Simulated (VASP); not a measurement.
The system is HoO3.

```
Ho O
1.0
     3.74523    0.00000    0.00000
     0.00000    3.74523    0.00000
     0.00000    0.00000    4.01755
Ho O
1 3
Direct
  0.00000 0.00000 0.50000
  0.50000 0.50000 0.00000
  0.00000 0.00000 0.00000
  0.50000 0.50000 0.50000
```

The cell was built from a structure type or drawn by symmetry, and may not be a known phase.

```yaml
Program: VASP 6.6.1
Task: relaxation of cell and atoms
Functional: PBE
Potentials_or_basis: VASP PAW PBE potentials, release 64 (Ho_3, O), 4f in core
Cutoff: 600 eV
k_mesh: 4 × 4 × 4
Occupations: gaussian, width 0.1 eV
Spin: no spin polarisation
```

At the start: pressure -2.2 GPa; volume 14.09 Å³/atom.

How do energy, volume and symmetry change on relaxing?

Over 9 steps the energy falls by 181.2 meV/atom and the volume is 12.28 Å³/atom (-12.9 %); space group P4/mmm (No. 123, to 0.1 Å) before and after.

The path:
```tsv
step	energy change (eV)	largest force (eV/Å)	pressure (GPa)	volume (Å³)
1	0.0000	0.0000	-2.19	56.35
2	-0.5452	0.0000	-10.33	54.49
3	-0.5450	0.0000	-10.49	54.50
4	-0.6889	0.0000	5.71	47.05
5	-0.7218	0.0000	-0.37	49.11
6	-0.7218	0.0000	-0.10	49.01
7	-0.7232	0.0000	0.02	49.05
8	-0.7243	0.0000	0.57	49.16
9	-0.7247	0.0000	0.26	49.11
```

Final structure:
```yaml
crystal:
  lattice:
    - [3.39931, 0.00000, 0.00000]
    - [0.00000, 3.39931, 0.00000]
    - [0.00000, 0.00000, 4.24959]
  atoms:
    - { symbol: Ho, position: [0.00000, 0.00000, 0.50000] }
    - { symbol: O, position: [0.50000, 0.50000, 0.00000] }
    - { symbol: O, position: [0.00000, 0.00000, 0.00000] }
    - { symbol: O, position: [0.50000, 0.50000, 0.50000] }
```

Caveat: the k points lie up to 0.46 Å⁻¹ apart in the final cell, too coarse for converged energies and pressures of a metal; an odd number of electrons without spin polarisation forces a metal; a magnetic or distorted state may lie lower; the run has no spin polarisation, though such a crystal can be magnetic.
